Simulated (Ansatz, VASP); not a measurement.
## One calculation of BP, two programs

File INCAR:

```
SYSTEM = BP
  PREC = Accurate
  ENCUT = 520
  EDIFF = 1E-6
  ISMEAR = -1
  SIGMA = 0.05
  LREAL = .FALSE.
  LASPH = .TRUE.
  NELM = 100
  ALGO = Normal
  ISIF = 2
  LWAVE = .FALSE.
  LCHARG = .FALSE.
  GGA = RE
  IVDW = 12
  NBANDS = 11
```

File KPOINTS:

```
regular mesh
0
G
  10 10 10
  0 0 0
```

File POSCAR:

```
BP
1.0
    0.0000000000      2.2383340787      2.2383340787
    2.2383340787      0.0000000000      2.2383340787
    2.2383340787      2.2383340787      0.0000000000
P B
1 1
Direct
    0.7500000000      0.7500000000      0.7500000000
    0.0000000000      0.0000000000      0.0000000000
```

input.yaml

```yaml
crystal:
  lattice:
    - [0.0, 2.2383340787, 2.2383340787]
    - [2.2383340787, 0.0, 2.2383340787]
    - [2.2383340787, 2.2383340787, 0.0]
  atoms:
    - { symbol: P, position: [0.75, 0.75, 0.75] }
    - { symbol: B, position: [0.0, 0.0, 0.0] }
hamiltonian:
  xc: revpbe
  pseudopotentials: { kind: paw }
  dispersion: d3bj
kpoints:
  mp_grid: { grid: [10, 10, 10] }
scf:
  occupations: { method: fermi_dirac, width: 0.05 }
output:
  forces: true
  stress: true
  eigenvalues: true
```

Alike in both runs: task single point; functional revPBE; dispersion D3(BJ); k mesh 10 × 10 × 10; occupations fermi-dirac, width 0.05 eV; no spin polarisation.

```csv
,VASP,Ansatz
version,VASP 6.6.1,Ansatz 0.2.0
potentials or method,"VASP PAW PBE potentials, release 64 (P, B)",Ansatz PAW
plane-wave cutoff (eV),520,420
valence electrons in the cell,8,8
```

|  | VASP | Ansatz | Ansatz less VASP |
| --- | --- | --- | --- |
| gap on the k mesh at the Fermi level (eV) | 1.18 | 1.20 | +0.012 |
| least direct gap on the mesh (eV) | 3.46 | 3.47 | +0.009 |
| pressure (GPa) | 0.5 | 0.9 | +0.47 |

VASP's potentials were made for PBE, not for revPBE.
